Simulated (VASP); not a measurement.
# Cr (Pm-3n) in VASP: single point with revPBE

Aim: the single point of Cr with revPBE.

Everything below comes from runs of VASP 6.6.1. Logs are shortened: lines on timing, memory, paths and dates and some standing lists are left out, and cuts for length are marked.

## (1) The cell of the first run

It takes space group Pm-3n (No. 223, cubic). The conventional cell has a = 4.564 Å, b = 4.564 Å, c = 4.564 Å, α = 90.00°, β = 90.00°, γ = 90.00°. Within 3.4 Å of Cr (site symmetry m-3) lie 12 Cr at 2.55 Å. Cr (site symmetry -4m2) has 14 Cr at 2.28 to 2.79 Å within 3.0 Å.

## (2) Single point, revPBE, collinear spin, ferromagnetic start

INCAR reads:

```
SYSTEM = Cr
ALGO = Normal
EDIFF = 1E-7
ENCUT = 520
GGA = RE
ISIF = 2
ISMEAR = -1
ISPIN = 2
LASPH = .True.
LCHARG = .False.
LMAXMIX = 4
LORBIT = 11
LREAL = .False.
LWAVE = .False.
MAGMOM = 1.5 1.5 1.5 1.5 1.5 1.5 1.5 1.5
NBANDS = 62
NELM = 150
PREC = Accurate
SIGMA = 0.05
```

KPOINTS reads:

```
k-points
0
Gamma
  8 8 8
  0 0 0
```

POSCAR reads:

```
Cr
1.0
    4.5640307683      0.0000000000      0.0000000000
    0.0000000000      4.5640307683      0.0000000000
    0.0000000000      0.0000000000      4.5640307683
Cr
8
Direct
    1.0000000000      0.0000000000      0.0000000000
    0.5000000000      0.5000000000      0.5000000000
    0.2500000000      0.0000000000      0.5000000000
    0.7500000000      1.0000000000      0.5000000000
    0.5000000000      0.2500000000      1.0000000000
    0.5000000000      0.7500000000      0.0000000000
    0.0000000000      0.5000000000      0.2500000000
    0.0000000000      0.5000000000      0.7500000000
```

Potentials or basis: VASP PAW PBE potentials, release 64 (Cr_pv).

Command:

```
> cat potpaw_PBE.64/Cr_pv/POTCAR > POTCAR
> mpirun -np 1 vasp_std > vasp.out
```

OUTCAR:

```text
SYSTEM = Cr
   EDIFF = 1E-7
   ENCUT = 520
   GGA = RE
   ISIF = 2
   ISMEAR = -1
   ISPIN = 2
   LASPH = .True.
   LORBIT = 11
   LREAL = .False.
   NELM = 150
   PREC = Accurate

 ion  position               nearest neighbor table
   1  0.000  0.000  0.000-   3 2.55   4 2.55   5 2.55   6 2.55   7 2.55   8 2.55   3 2.55   4 2.55
                             7 2.55   8 2.55   5 2.55   6 2.55
   2  0.500  0.500  0.500-   3 2.55   4 2.55   5 2.55   6 2.55   7 2.55   8 2.55   5 2.55   6 2.55
                             3 2.55   4 2.55   7 2.55   8 2.55
   3  0.250  0.000  0.500-   4 2.28   4 2.28   1 2.55   1 2.55   2 2.55   2 2.55   8 2.79   5 2.79
                             5 2.79   6 2.79   6 2.79   7 2.79   8 2.79   7 2.79
   4  0.750  0.000  0.500-   3 2.28   3 2.28   1 2.55   1 2.55   2 2.55   2 2.55   8 2.79   5 2.79
                             5 2.79   6 2.79   6 2.79   7 2.79   8 2.79   7 2.79
   5  0.500  0.250  0.000-   6 2.28   6 2.28   1 2.55   2 2.55   2 2.55   1 2.55   8 2.79   4 2.79
                             3 2.79   4 2.79   3 2.79   7 2.79   7 2.79   8 2.79
   6  0.500  0.750  0.000-   5 2.28   5 2.28   1 2.55   2 2.55   2 2.55   1 2.55   8 2.79   4 2.79
                             3 2.79   4 2.79   3 2.79   7 2.79   7 2.79   8 2.79
   7  0.000  0.500  0.250-   8 2.28   8 2.28   1 2.55   2 2.55   1 2.55   2 2.55   3 2.79   4 2.79
                             5 2.79   3 2.79   4 2.79   6 2.79   5 2.79   6 2.79
   8  0.000  0.500  0.750-   7 2.28   7 2.28   1 2.55   2 2.55   1 2.55   2 2.55   3 2.79   4 2.79
                             5 2.79   3 2.79   4 2.79   6 2.79   5 2.79   6 2.79

  LATTYP: Found a simple cubic cell.
 ALAT       =     4.5640307683

  Lattice vectors:

 A1 = (   4.5640307683,   0.0000000000,   0.0000000000)
 A2 = (   0.0000000000,   4.5640307683,   0.0000000000)
 A3 = (   0.0000000000,   0.0000000000,   4.5640307683)

Analysis of symmetry for initial positions (statically):
=====================================================================
 Subroutine PRICEL returns:
 Original cell was already a primitive cell.

 Routine SETGRP: Setting up the symmetry group for a
 simple cubic supercell.

 Subroutine GETGRP returns: Found 48 space group operations
 (whereof 24 operations were pure point group operations)
 out of a pool of 48 trial point group operations.

The static configuration has the point symmetry T_h .
 The point group associated with its full space group is O_h .

Analysis of symmetry for dynamics (positions and initial velocities):
=====================================================================
 Subroutine PRICEL returns:
 Original cell was already a primitive cell.

 Routine SETGRP: Setting up the symmetry group for a
 simple cubic supercell.

 Subroutine GETGRP returns: Found 48 space group operations
 (whereof 24 operations were pure point group operations)
 out of a pool of 48 trial point group operations.

The dynamic configuration has the point symmetry T_h .
 The point group associated with its full space group is O_h .

Analysis of structural, dynamic, and magnetic symmetry:
=====================================================================
 Subroutine PRICEL returns:
 Original cell was already a primitive cell.

 Routine SETGRP: Setting up the symmetry group for a
 simple cubic supercell.

 Subroutine GETGRP returns: Found 48 space group operations
 (whereof 24 operations were pure point group operations)
 out of a pool of 48 trial point group operations.

The overall configuration has the point symmetry T_h .
 The point group associated with its full space group is O_h .

 Subroutine INISYM returns: Found 48 space group operations
 (whereof 24 operations are pure point group operations),
 and found     1 'primitive' translations

----------------------------------------------------------------------------------------

                                     Primitive cell

  volume of cell :      95.0705

  direct lattice vectors                    reciprocal lattice vectors
     4.564030768  0.000000000  0.000000000     0.219104570  0.000000000  0.000000000
     0.000000000  4.564030768  0.000000000     0.000000000  0.219104570  0.000000000
     0.000000000  0.000000000  4.564030768     0.000000000  0.000000000  0.219104570

  length of vectors
[... 83 lines left out ...]
   NGXF,Y,Z  is equivalent  to a cutoff of  26.23, 26.23, 26.23 a.u.
 SYSTEM =  Cr
   PREC   = accura    normal or accurate (medium, high low for compatibility)
   ISTART =      0    job   : 0-new  1-cont  2-samecut
   ICHARG =      2    charge: 1-file 2-atom 10-const
   ISPIN  =      2    spin polarized calculation?
   LNONCOLLINEAR =      F non collinear calculations
   LSORBIT =      F    spin-orbit coupling
   LASPH  =      T    aspherical Exc in radial PAW
   ENCUT  =  520.0 eV  38.22 Ry    6.18 a.u.   8.49  8.49  8.49*2*pi/ulx,y,z
   NELM   =    150;   NELMIN=  2; NELMDL= -5     # of ELM steps
   EDIFF  = 0.1E-06   stopping-criterion for ELM
   LREAL  =      F    real-space projection
   EDIFFG = 0.1E-05   stopping-criterion for IOM
   NSW    =      0    number of steps for IOM
   IBRION =     -1    ionic relax: 0-MD 1-quasi-New 2-CG
   NFREE  =      0    steps in history (QN), initial steepest desc. (CG)
   ISIF   =      2    stress and relaxation
   ISYM   =      2    0-nonsym 1-usesym 2-fastsym
   POTIM  = 0.5000    time-step for ionic-motion
   TEBEG  =    0.0;   TEEND  =   0.0 temperature during run
   PSTRESS=    0.0 pullay stress
   NELECT =      96.0000    total number of electrons
   NUPDOWN=      -1.0000    fix difference up-down
   EMIN   =  10.00;   EMAX   =-10.00  energy-range for DOS
   EFERMI =   0.00;   METHOD = LEGACY
   ISMEAR =    -1;   SIGMA  =   0.05  broadening in eV -4-tet -1-fermi 0-gaus
   EFERMI_NEDOS =   21; number of points for ismear=-14 and -15
   IALGO  =     38    algorithm
   IMIX   =      4    mixing-type and parameters
     AMIX     =   0.40;   BMIX     =  1.00
     AMIX_MAG =   1.60;   BMIX_MAG =  1.00
  volume/ion in A,a.u.               =      11.88        80.20
  Fermi-wavevector in a.u.,A,eV,Ry     =   1.642417  3.103717 36.702158  2.697533
  Thomas-Fermi vector in A             =   2.732723
   LORBIT       =     11    0 simple, 1 ext, 2 COOP (PROOUT), +10 PAW based schemes
   GGA     = RE    functional components
   LHFCALC =     F    Hartree Fock is set to
   AEXX    =    0.0000 exact exchange contribution
   IVDW    =     0    specifies the selected vdW correction
   LEPSILON=     F    determine dielectric tensor
   LRPA    =     F    only Hartree local field effects (RPA)
 spin polarized calculation
  energy-cutoff  :      520.00
  volume of cell :       95.07
 maximum number of plane-waves:      2578
 NGX is ok and might be reduce to    36
   NGX = 17   NGY = 17   NGZ = 17

 number of electron      95.9999918 magnetization      -0.2202160

 number of electron      95.9999918 magnetization       0.0000008

 Free energy of the ion-electron system (eV)
  ---------------------------------------------------
  ext. energy  EPLUGINS =         0.00000000
  ---------------------------------------------------
  free energy    TOTEN  =       -72.30639152 eV

  energy without entropy =      -72.27054706  energy(sigma->0) =      -72.28846929

 E-fermi :  10.5005     XC(G=0): -13.4133

 val. band max:       10.4493163026   @ k =   0.3750   0.3750   0.0000
 cond. band min:      10.5308670208   @ k =   0.1250   0.1250   0.0000
 fundamental gap:      0.0815507182
 Fermi energy:        10.5005445942

 spin component 1

 k-point     1 :       0.0000    0.0000    0.0000
  band No.  band energies     occupation
      1     -33.1913      1.00000
      2     -33.1913      1.00000
      3     -33.0885      1.00000
      4     -32.8907      1.00000
      5     -32.8907      1.00000
      6     -32.8907      1.00000
[... 1501 lines left out ...]
     59      12.0760      0.00000
     60      12.3369      0.00000

 [... further k-points ...]

 spin component 2

 k-point     1 :       0.0000    0.0000    0.0000
  band No.  band energies     occupation
      1     -33.1914      1.00000
      2     -33.1914      1.00000
      3     -33.0885      1.00000
      4     -32.8907      1.00000
      5     -32.8907      1.00000
      6     -32.8907      1.00000
[... 1501 lines left out ...]
     59      12.0760      0.00000
     60      12.3369      0.00000

 [... further k-points ...]

 [bands above 60 left out]

------------------------ aborting loop because EDIFF is reached ----------------------------------------

  FORCE on cell =-STRESS in cart. coord.  units (eV):
  Direction    XX          YY          ZZ          XY          YZ          ZX
  --------------------------------------------------------------------------------------
  -------------------------------------------------------------------------------------
  Total       -0.2731213     -0.2731213     -0.2731213      0.0000000      0.0000000      0.0000000
  in kB       -4.6027828     -4.6027828     -4.6027828      0.0000000      0.0000000      0.0000000
  external PRESSURE =      -4.6027828 kB  Pullay stress =       0.0000000 kB

 VOLUME and BASIS-vectors are now :
 -----------------------------------------------------------------------------
  energy-cutoff  :      520.00
  volume of cell :       95.07
      direct lattice vectors                 reciprocal lattice vectors
     4.564030768  0.000000000  0.000000000     0.219104570  0.000000000  0.000000000
     0.000000000  4.564030768  0.000000000     0.000000000  0.219104570  0.000000000
     0.000000000  0.000000000  4.564030768     0.000000000  0.000000000  0.219104570

 POSITION                                       TOTAL-FORCE (eV/Angst)
 -----------------------------------------------------------------------------------
      0.00000      0.00000      0.00000        -0.000000     -0.000000      0.000000
      2.28202      2.28202      2.28202        -0.000000     -0.000000      0.000000
      1.14101      0.00000      2.28202        -0.000000      0.000000      0.000000
      3.42302      0.00000      2.28202         0.000000      0.000000     -0.000000
      2.28202      1.14101      0.00000        -0.000000      0.000000     -0.000000
      2.28202      3.42302      0.00000         0.000000     -0.000000     -0.000000
      0.00000      2.28202      1.14101         0.000000      0.000000      0.000000
      0.00000      2.28202      3.42302        -0.000000     -0.000000     -0.000000
 -----------------------------------------------------------------------------------
    total drift:                                0.000000      0.000000     -0.000000

  FREE ENERGIE OF THE ION-ELECTRON SYSTEM (eV)
  ---------------------------------------------------
  free  energy   TOTEN  =       -72.3063915159 eV

  energy  without entropy=      -72.2705470592  energy(sigma->0) =      -72.28846929

 total charge

# of ion       s       p       d       tot
------------------------------------------
    1        0.462   6.408   4.181  11.051
    2        0.462   6.408   4.181  11.051
    3        0.446   6.385   4.193  11.023
    4        0.446   6.385   4.193  11.023
    5        0.446   6.385   4.193  11.023
    6        0.446   6.385   4.193  11.023
    7        0.446   6.385   4.193  11.023
    8        0.446   6.385   4.193  11.023
--------------------------------------------------
tot          3.599  51.124  33.519  88.242

 magnetization (x)

# of ion       s       p       d       tot
------------------------------------------
    1        0.000   0.000   0.000   0.000
    2        0.000   0.000   0.000   0.000
    3       -0.000  -0.000  -0.000  -0.000
    4       -0.000  -0.000  -0.000  -0.000
    5       -0.000  -0.000  -0.000  -0.000
    6       -0.000  -0.000  -0.000  -0.000
    7       -0.000  -0.000  -0.000  -0.000
    8       -0.000  -0.000  -0.000  -0.000
--------------------------------------------------
tot          0.000   0.000  -0.000   0.000
```

Run time: 12 min. Hardware: 1 thread of Oxide Virtual Turin-like, shared host; peak memory 0.37 GiB.

Results:

```
Free energy                                           : -72.3064 eV
Pressure                                              : -0.5 GPa
Band gap on the k mesh                                : zero (filled and empty bands overlap)
Net moment                                            : 0.00 μB per cell
Valence electrons inside the program's atomic spheres : Cr 11.05, 11.02 (each value once)
```

Levels at points of the mesh, in eV from the Fermi level:
Spin up:
```tsv
k point	band 46	band 47	band 48	band 49	band 50	band 51
(0.00, 0.00, 0.00)	-1.03	-0.29	-0.29	-0.29	0.81	0.81
(0.50, 0.00, 0.00)	-0.77	-0.61	-0.61	0.33	0.33	0.36
(0.50, 0.50, 0.00)	-0.51	-0.51	0.07	0.07	0.07	0.23
(0.50, 0.50, 0.50)	-0.96	-0.96	-0.96	0.70	0.70	0.70
```
Spin down:
```tsv
k point	band 46	band 47	band 48	band 49	band 50	band 51
(0.00, 0.00, 0.00)	-1.03	-0.29	-0.29	-0.29	0.81	0.81
(0.50, 0.00, 0.00)	-0.77	-0.61	-0.61	0.33	0.33	0.36
(0.50, 0.50, 0.00)	-0.51	-0.51	0.07	0.07	0.07	0.23
(0.50, 0.50, 0.50)	-0.96	-0.96	-0.96	0.70	0.70	0.70
```

Caveat: the moments typed at the start vanished in this run; the PAW data sets were made with another functional, which shifts forces and pressure a little.

The gap in the log of VASP goes by the Fermi energy; the results here count the filled bands.